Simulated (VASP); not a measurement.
**SbPt: single point with r2SCAN**

SbPt:

```
Sb Pt
1.0
     4.15605    0.00000    0.00000
    -2.07803    3.59925    0.00000
     0.00000    0.00000    5.58285
Sb Pt
2 2
Direct
  0.33333 0.66667 0.25000
  0.66667 0.33333 0.75000
  0.00000 0.00000 0.00000
  0.00000 0.00000 0.50000
```

```yaml
Program: VASP 6.6.1
Task: single point
Functional: r2SCAN
Potentials_or_basis: VASP PAW PBE potentials, release 64 (Sb, Pt)
Cutoff: 520 eV
k_mesh: 6 × 6 × 4
Occupations: fermi-dirac, width 0.02 eV
Spin: no spin polarisation
```

The pressure is -0.1 GPa. The band gap on the k mesh is zero (bands 15 and 16 overlap by 4.24 eV).

Stress tensor (GPa, compression positive):
```
-0.15  0.00  0.00
 0.00 -0.15  0.00
 0.00  0.00 -0.06
```

Levels at points of the mesh, in eV from the Fermi level:
```csv
k point,band 11,band 12,band 13,band 14,band 15,band 16,band 17,band 18,band 19,band 20
"(0.00, 0.00, 0.00)",-2.31,-2.31,-0.08,-0.08,0.59,2.32,2.83,3.72,3.72,3.94
"(0.50, 0.00, 0.00)",-3.19,-2.94,-2.79,-2.49,-2.30,-0.57,1.79,4.46,4.54,4.62
"(0.00, 0.00, 0.50)",-3.73,-3.73,-1.20,-1.20,2.39,2.39,2.39,2.39,5.53,5.53
"(0.50, 0.00, 0.50)",-3.31,-3.31,-3.17,-3.17,0.39,0.39,1.85,1.85,4.00,4.00
```

Run time: 52 s on 1 thread of Intel(R) Xeon(R) 6975P-C (Granite Rapids), with other jobs on the host, peak memory 0.22 GiB.

Caveat: the PAW data sets were made with another functional, which shifts forces and pressure a little; spin-orbit coupling is left out, which moves the levels of the heavy elements.
